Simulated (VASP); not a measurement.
# Rb2CoO2 (I4/mmm) in VASP: single point with PBE

Aim: the single point of Rb2CoO2 with PBE.

Everything below comes from runs of VASP 6.6.1. Logs are shortened: lines on timing, memory, paths and dates and some standing lists are left out, and cuts for length are marked.

## Step 1: The cell of the first run

The structure is tetragonal, space group I4/mmm (No. 139). Conventional cell: a = 4.229 Å, b = 4.229 Å, c = 13.346 Å, α = 90.00°, β = 90.00°, γ = 90.00°. Within 4.3 Å of Rb (site symmetry 4mm) lie 5 O at 2.91 to 3.01 Å and 4 Co at 3.64 Å and 9 Rb at 3.92 to 4.23 Å. O (site symmetry 4mm) has 1 Co at 1.70 Å within 2.3 Å. Within 2.3 Å of Co (site symmetry 4/mmm) lie 2 O at 1.70 Å.

## Step 2: Single point, PBE

INCAR reads:

```
PREC = Accurate
ENCUT = 600
EDIFF = 1E-6
ISMEAR = -1
SIGMA = 0.1
LREAL = False
LASPH = True
NELM = 120
ALGO = Normal
ISIF = 2
LWAVE = False
LCHARG = False
GGA = PE
NBANDS = 28
GGA_COMPAT = False
```

KPOINTS reads:

```
regular mesh
0
Gamma
  8 8 8
```

POSCAR reads:

```
Rb2CoO2
1.0
    0.0000000000      4.2292600000      0.0000000000
    4.2292600000      0.0000000000      0.0000000000
    2.1146300000      2.1146300000     -6.6728100000
Rb O Co
2 2 1
Direct
    0.3451000000      0.3451000000      0.3098000000
    0.6549000000      0.6549000000      0.6902000000
    0.1273000000      0.1273000000      0.7454000000
    0.8727000000      0.8727000000      0.2546000000
    0.0000000000      0.0000000000      0.0000000000
```

Potentials or basis: VASP PAW PBE potentials, release 64 (Rb_sv, O, Co).

Started as:

```bash
cat potpaw_PBE.64/Rb_sv/POTCAR potpaw_PBE.64/O/POTCAR potpaw_PBE.64/Co/POTCAR > POTCAR
mpirun -np 1 vasp_std > vasp.out
```

OUTCAR:

```text
PREC = Accurate
   ENCUT = 600
   EDIFF = 1E-6
   ISMEAR = -1
   LREAL = False
   LASPH = True
   NELM = 120
   ISIF = 2
   GGA = PE

 ion  position               nearest neighbor table
   1  0.345  0.345  0.310-   3 2.91   4 3.01   4 3.01   4 3.01   4 3.01   5 3.64   5 3.64   5 3.64
                             5 3.64   2 3.92   2 3.92   2 3.92   2 3.92   2 4.13
   2  0.655  0.655  0.690-   4 2.91   3 3.01   3 3.01   3 3.01   3 3.01   5 3.64   5 3.64   5 3.64
                             5 3.64   1 3.92   1 3.92   1 3.92   1 3.92   1 4.13
   3  0.127  0.127  0.745-   5 1.70   1 2.91   2 3.01   2 3.01   2 3.01   2 3.01
   4  0.873  0.873  0.255-   5 1.70   2 2.91   1 3.01   1 3.01   1 3.01   1 3.01
   5  0.000  0.000  0.000-   3 1.70   4 1.70   2 3.64   1 3.64   2 3.64   1 3.64   1 3.64   2 3.64
                             2 3.64   1 3.64

  LATTYP: Found a body centered tetragonal cell.
 ALAT       =     4.2292600000
 C/A-ratio  =     3.1555449417

  Lattice vectors:

 A1 = (  -2.1146300000,   2.1146300000,   6.6728100000)
 A2 = (   2.1146300000,  -2.1146300000,   6.6728100000)
 A3 = (   2.1146300000,   2.1146300000,  -6.6728100000)

Analysis of symmetry for initial positions (statically):
=====================================================================
 Subroutine PRICEL returns:
 Original cell was already a primitive cell.

 Routine SETGRP: Setting up the symmetry group for a
 body centered tetragonal supercell.

 Subroutine GETGRP returns: Found 16 space group operations
 (whereof 16 operations were pure point group operations)
 out of a pool of 16 trial point group operations.

The static configuration has the point symmetry D_4h.

Analysis of symmetry for dynamics (positions and initial velocities):
=====================================================================
 Subroutine PRICEL returns:
 Original cell was already a primitive cell.

 Routine SETGRP: Setting up the symmetry group for a
 body centered tetragonal supercell.

 Subroutine GETGRP returns: Found 16 space group operations
 (whereof 16 operations were pure point group operations)
 out of a pool of 16 trial point group operations.

The dynamic configuration has the point symmetry D_4h.

 Subroutine INISYM returns: Found 16 space group operations
 (whereof 16 operations are pure point group operations),
 and found     1 'primitive' translations

----------------------------------------------------------------------------------------

                                     Primitive cell

  volume of cell :     119.3542

  direct lattice vectors                    reciprocal lattice vectors
     0.000000000  4.229260000  0.000000000     0.000000000  0.236447984  0.074930951
     4.229260000  0.000000000  0.000000000     0.236447984  0.000000000  0.074930951
     2.114630000  2.114630000 -6.672810000     0.000000000  0.000000000 -0.149861902

  length of vectors
     4.229260000  4.229260000  7.312298775     0.248036885  0.248036885  0.149861902

  position of ions in fractional coordinates (direct lattice)
     0.345100000  0.345100000  0.309800000
     0.654900000  0.654900000  0.690200000
     0.127300000  0.127300000  0.745400000
     0.872700000  0.872700000  0.254600000
     0.000000000  0.000000000  0.000000000

  ion indices of the primitive-cell ions
   primitive index   ion index
                 1           1
                 2           2
                 3           3
                 4           4
                 5           5

----------------------------------------------------------------------------------------

 KPOINTS: regular mesh

Automatic generation of k-mesh.
 Grid dimensions read from file:
 generate k-points for:    8    8    8

 Generating k-lattice:

  Cartesian coordinates                     Fractional coordinates (reciprocal lattice)
     0.000000000  0.029555998  0.009366369     0.125000000  0.000000000 -0.000000000
     0.029555998  0.000000000  0.009366369     0.000000000  0.125000000 -0.000000000
     0.000000000  0.000000000 -0.018732738     0.000000000  0.000000000  0.125000000

  Length of vectors
     0.031004611  0.031004611  0.018732738

  Shift w.r.t. Gamma in fractional coordinates (k-lattice)
     0.000000000  0.000000000  0.000000000

 Subroutine IBZKPT returns following result:
 ===========================================

 Found     59 irreducible k-points:

 Following reciprocal coordinates:
            Coordinates               Weight
  0.000000  0.000000  0.000000      1.000000
  0.125000  0.000000  0.000000      8.000000
  0.250000  0.000000  0.000000      8.000000
  0.375000  0.000000  0.000000      8.000000
  0.500000  0.000000  0.000000      4.000000
  0.125000  0.125000  0.000000      8.000000
[... 16 lines left out ...]
  0.250000  0.000000  0.125000      4.000000
  0.375000  0.000000  0.125000      8.000000
 [... further k-points ...]
   k-points           NKPTS =     59   k-points in BZ     NKDIM =     59   number of bands    NBANDS=     28
   number of dos      NEDOS =    301   number of ions     NIONS =      5
   total plane-waves  NPLWV =  77760
   dimension x,y,z NGX =    36 NGY =   36 NGZ =   60
   dimension x,y,z NGXF=    72 NGYF=   72 NGZF=  120
   ions per type =               2   2   1
   NGX,Y,Z   is equivalent  to a cutoff of  14.15, 14.15, 13.64 a.u.
   NGXF,Y,Z  is equivalent  to a cutoff of  28.30, 28.30, 27.28 a.u.
 SYSTEM =  unknown system
   PREC   = accura    normal or accurate (medium, high low for compatibility)
   ISTART =      0    job   : 0-new  1-cont  2-samecut
   ICHARG =      2    charge: 1-file 2-atom 10-const
   ISPIN  =      1    spin polarized calculation?
   LNONCOLLINEAR =      F non collinear calculations
   LSORBIT =      F    spin-orbit coupling
   LASPH  =      T    aspherical Exc in radial PAW
   ENCUT  =  600.0 eV  44.10 Ry    6.64 a.u.   8.45  8.45 14.60*2*pi/ulx,y,z
   NELM   =    120;   NELMIN=  2; NELMDL= -5     # of ELM steps
   EDIFF  = 0.1E-05   stopping-criterion for ELM
   LREAL  =      F    real-space projection
   EDIFFG = 0.1E-04   stopping-criterion for IOM
   NSW    =      0    number of steps for IOM
   IBRION =     -1    ionic relax: 0-MD 1-quasi-New 2-CG
   NFREE  =      0    steps in history (QN), initial steepest desc. (CG)
   ISIF   =      2    stress and relaxation
   ISYM   =      2    0-nonsym 1-usesym 2-fastsym
   POTIM  = 0.5000    time-step for ionic-motion
   TEBEG  =    0.0;   TEEND  =   0.0 temperature during run
   PSTRESS=    0.0 pullay stress
   NELECT =      39.0000    total number of electrons
   NUPDOWN=      -1.0000    fix difference up-down
   EMIN   =  10.00;   EMAX   =-10.00  energy-range for DOS
   EFERMI =   0.00;   METHOD = LEGACY
   ISMEAR =    -1;   SIGMA  =   0.10  broadening in eV -4-tet -1-fermi 0-gaus
   EFERMI_NEDOS =   21; number of points for ismear=-14 and -15
   IALGO  =     38    algorithm
   IMIX   =      4    mixing-type and parameters
     AMIX     =   0.40;   BMIX     =  1.00
     AMIX_MAG =   1.60;   BMIX_MAG =  1.00
  volume/ion in A,a.u.               =      23.87       161.09
  Fermi-wavevector in a.u.,A,eV,Ry     =   1.127588  2.130833 17.299198  1.271455
  Thomas-Fermi vector in A             =   2.264275
   LORBIT       =      0    0 simple, 1 ext, 2 COOP (PROOUT), +10 PAW based schemes
   GGA     = PE    functional components
   LHFCALC =     F    Hartree Fock is set to
   AEXX    =    0.0000 exact exchange contribution
   IVDW    =     0    specifies the selected vdW correction
   LEPSILON=     F    determine dielectric tensor
   LRPA    =     F    only Hartree local field effects (RPA)
 non-spin polarized calculation
  energy-cutoff  :      600.00
  volume of cell :      119.35
 maximum number of plane-waves:      4006
 NGX is ok and might be reduce to    36
   NGX = 17   NGY = 17   NGZ = 29

 number of electron      38.9999996 magnetization

 Free energy of the ion-electron system (eV)
  ---------------------------------------------------
  ext. energy  EPLUGINS =         0.00000000
  ---------------------------------------------------
  free energy    TOTEN  =       -23.76557744 eV

  energy without entropy =      -23.51378087  energy(sigma->0) =      -23.63967916

 E-fermi :   1.3693     XC(G=0):  -8.2684

 val. band max:        1.3513731642   @ k =   0.5000   0.0000   0.0000
 cond. band min:       1.3717557025   @ k =  -0.3750   0.0000   0.2500
 fundamental gap:      0.0203825384
 Fermi energy:         1.3693297641

 k-point     1 :       0.0000    0.0000    0.0000
  band No.  band energies     occupation
      1     -25.5388      2.00000
      2     -25.4545      2.00000
      3     -16.5935      2.00000
      4     -16.1131      2.00000
      5      -9.9788      2.00000
      6      -9.6274      2.00000
[... 20 lines left out ...]
     27       8.0359      0.00000
     28       8.0359      0.00000

 k-point     2 :       0.1250    0.0000    0.0000
  band No.  band energies     occupation
      1     -25.5331      2.00000
      2     -25.4551      2.00000
      3     -16.6002      2.00000
      4     -16.1171      2.00000
      5      -9.9622      2.00000
      6      -9.6418      2.00000
[... 20 lines left out ...]
     27       7.8780      0.00000
     28       7.9120      0.00000

 k-point     3 :       0.2500    0.0000    0.0000
  band No.  band energies     occupation
      1     -25.5178      2.00000
      2     -25.4578      2.00000
      3     -16.6166      2.00000
      4     -16.1266      2.00000
      5      -9.9183      2.00000
      6      -9.6806      2.00000
[... 20 lines left out ...]
     27       7.9167      0.00000
     28       8.1827      0.00000

 k-point     4 :       0.3750    0.0000    0.0000
  band No.  band energies     occupation
      1     -25.4981      2.00000
      2     -25.4648      2.00000
      3     -16.6330      2.00000
      4     -16.1363      2.00000
      5      -9.8618      2.00000
      6      -9.7333      2.00000
[... 578 lines left out ...]
     27       7.5902      0.00000
     28       7.5902      0.00000

 k-point    23 :       0.2500    0.0000    0.1250
  band No.  band energies     occupation
      1     -25.5189      2.00000
      2     -25.4566      2.00000
      3     -16.6138      2.00000
      4     -16.1293      2.00000
      5      -9.9370      2.00000
      6      -9.6729      2.00000
[... 20 lines left out ...]
     27       8.1444      0.00000
     28       8.3247      0.00000

 k-point    24 :       0.3750    0.0000    0.1250
  band No.  band energies     occupation
      1     -25.5001      2.00000
      2     -25.4628      2.00000
      3     -16.6303      2.00000
      4     -16.1389      2.00000
      5      -9.8921      2.00000
      6      -9.7108      2.00000
[... 20 lines left out ...]
     27       8.3447      0.00000
     28       8.3612      0.00000

 [... further k-points ...]
[... 5 lines left out ...]
  --------------------------------------------------------------------------------------
  -------------------------------------------------------------------------------------
  Total       -0.0164201     -0.0164201     -2.5341484      0.0000000      0.0000000      0.0000000
  in kB       -0.2204184     -0.2204184    -34.0177112      0.0000000      0.0000000      0.0000000
  external PRESSURE =     -11.4861827 kB  Pullay stress =       0.0000000 kB

 VOLUME and BASIS-vectors are now :
 -----------------------------------------------------------------------------
  energy-cutoff  :      600.00
  volume of cell :      119.35
      direct lattice vectors                 reciprocal lattice vectors
     0.000000000  4.229260000  0.000000000     0.000000000  0.236447984  0.074930951
     4.229260000  0.000000000  0.000000000     0.236447984  0.000000000  0.074930951
     2.114630000  2.114630000 -6.672810000     0.000000000  0.000000000 -0.149861902

 POSITION                                       TOTAL-FORCE (eV/Angst)
 -----------------------------------------------------------------------------------
      2.11463      2.11463     -2.06724         0.000000      0.000000      0.310659
      4.22926      4.22926     -4.60557         0.000000      0.000000     -0.310659
      2.11463      2.11463     -4.97391        -0.000000     -0.000000     -0.577809
      4.22926      4.22926     -1.69890         0.000000      0.000000      0.577809
      0.00000      0.00000      0.00000         0.000000      0.000000      0.000000
 -----------------------------------------------------------------------------------
    total drift:                                0.000000      0.000000     -0.000000

  FREE ENERGIE OF THE ION-ELECTRON SYSTEM (eV)
  ---------------------------------------------------
  free  energy   TOTEN  =       -23.7655774378 eV

  energy  without entropy=      -23.5137808728  energy(sigma->0) =      -23.63967916
```

Wall time 3.3 min (1 thread of Intel Xeon Platinum 8488C (Sapphire Rapids), shared host); peak memory 0.4 GiB.

What came out:

* Free energy: -23.7656 eV
* Pressure: -1.1 GPa
* Largest force: 0.578 eV/Å
* Band gap on the k mesh: zero (an odd number of electrons rules out a gap without spin polarisation)

Forces on the atoms (eV/Å):
```
Rb   0.000  0.000  0.311
Rb   0.000  0.000 -0.311
O    0.000  0.000 -0.578
O    0.000  0.000  0.578
Co   0.000  0.000  0.000
```

Levels at points of the mesh, in eV from the Fermi level:
| k point | band 15 | band 16 | band 17 | band 18 | band 19 | band 20 | band 21 | band 22 | band 23 | band 24 |
| --- | --- | --- | --- | --- | --- | --- | --- | --- | --- | --- |
| (0.00, 0.00, 0.00) | -2.72 | -2.72 | -1.47 | -0.62 | -0.40 | 0.20 | 0.20 | 2.16 | 3.93 | 5.23 |
| (0.50, 0.00, 0.00) | -2.99 | -2.96 | -1.08 | -0.47 | -0.31 | -0.02 | 0.10 | 2.90 | 4.64 | 4.76 |
| (0.50, 0.50, 0.00) | -2.90 | -2.82 | -0.58 | -0.30 | -0.27 | 0.14 | 0.18 | 2.94 | 3.78 | 4.70 |
| (0.00, 0.00, 0.50) | -2.66 | -2.66 | -1.61 | -0.63 | -0.40 | 0.21 | 0.21 | 2.97 | 3.80 | 3.89 |

Caveat: an odd number of electrons without spin polarisation forces a metal; a magnetic or distorted state may lie lower; the run has no spin polarisation, though such a crystal can be magnetic. Spin polarisation is off, so any magnetic state and its effect on volume and gap are missing.
